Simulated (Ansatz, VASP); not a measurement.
## SnO in VASP and in Ansatz

Contents of INCAR:

```
SYSTEM = SnO
ALGO = Normal ; EDIFF = 1E-6
ENCUT = 520 ; GGA = PE
ISIF = 2 ; ISMEAR = -1
LASPH = .TRUE. ; LCHARG = .FALSE.
LREAL = .FALSE. ; LWAVE = .FALSE.
NBANDS = 17 ; NELM = 100
PREC = Accurate ; SIGMA = 0.08
```

The input KPOINTS:

```
k-points
0
G
  12 12 12
  0 0 0
```

Contents of POSCAR:

```
SnO
1.0
    0.0000000000      2.7736192770      2.7736192770
    2.7736192770      0.0000000000      2.7736192770
    2.7736192770      2.7736192770      0.0000000000
Sn O
1 1
Direct
    0.0000000000      0.0000000000      0.0000000000
    0.2500000000      0.2500000000      0.2500000000
```

Input for Ansatz:

```yaml
crystal:
  lattice:
    - [0.0, 2.773619277, 2.773619277]
    - [2.773619277, 0.0, 2.773619277]
    - [2.773619277, 2.773619277, 0.0]
  atoms:
    - { symbol: Sn, position: [0.0, 0.0, 0.0] }
    - { symbol: O, position: [0.25, 0.25, 0.25] }
kpoints:
  mp_grid: { grid: [12, 12, 12] }
scf:
  occupations: { method: fermi_dirac, width: 0.08 }
hamiltonian:
  xc: pbe
  pseudopotentials: { kind: all_electron, lapw: { basis_error: 0.001 } }
output:
  forces: true
  stress: true
  eigenvalues: true
```

Change from the starting cell: volume scaled by 1.04.

Alike in both runs: task single point; functional PBE; k mesh 12 × 12 × 12; occupations fermi-dirac, width 0.08 eV; no spin polarisation.

|  | VASP | Ansatz |
| --- | --- | --- |
| version | VASP 6.6.1 | Ansatz 0.2.0 |
| potentials or method | VASP PAW PBE potentials, release 64 (Sn_d, O), cutoff 520 eV | all-electron LAPW, scalar-relativistic |

```tsv
	VASP	Ansatz	Ansatz less VASP
pressure (GPa)	-2.1	-2.1	-0.02
```

Ansatz ran all-electron here, and VASP with PAW potentials.
